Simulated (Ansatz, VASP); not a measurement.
# Two plane-wave programs on W

```
W
1.0
     6.32000    0.00000    0.00000
     0.00000    6.32000    0.00000
     0.00000    0.00000    6.32000
W
15
Direct
  0.49887 0.00195 0.00192
  0.99890 0.50197 0.00191
  0.99887 0.00192 0.50189
  0.24694 0.25002 0.24993
  0.49890 0.50195 0.00186
  0.49888 0.00193 0.50193
  0.75072 0.25007 0.25006
  0.99888 0.50192 0.50193
  0.24701 0.75384 0.25007
  0.24706 0.25001 0.75375
  0.49889 0.50195 0.50190
  0.75083 0.75383 0.24991
  0.75084 0.24998 0.75386
  0.24690 0.75391 0.75391
  0.75081 0.75386 0.75384
```

Alike in both runs: functional PBEsol; k mesh 3 × 3 × 3; occupations gaussian, width 0.15 eV; no spin polarisation.

Ansatz relaxed the structure, and its values are those at the end. VASP's run is a single point on that final structure, the one shown.

```csv
,VASP,Ansatz
version,VASP 6.6.1,Ansatz 0.2.0
potentials or method,"VASP PAW PBE potentials, release 64 (W_sv), cutoff 520 eV","scalar-relativistic, plane waves, PAW"
valence electrons in the cell,210,210
```

Ansatz gave:

```
rms of the force components (eV/Å) : 0.003
```

**Question.** What did VASP give for the same quantities?

**Answer.** rms of the force components (eV/Å): 0.006.

VASP's potentials were made for PBE, not for PBEsol, and Ansatz warns of the same on its side.

Spin-orbit coupling is off throughout.
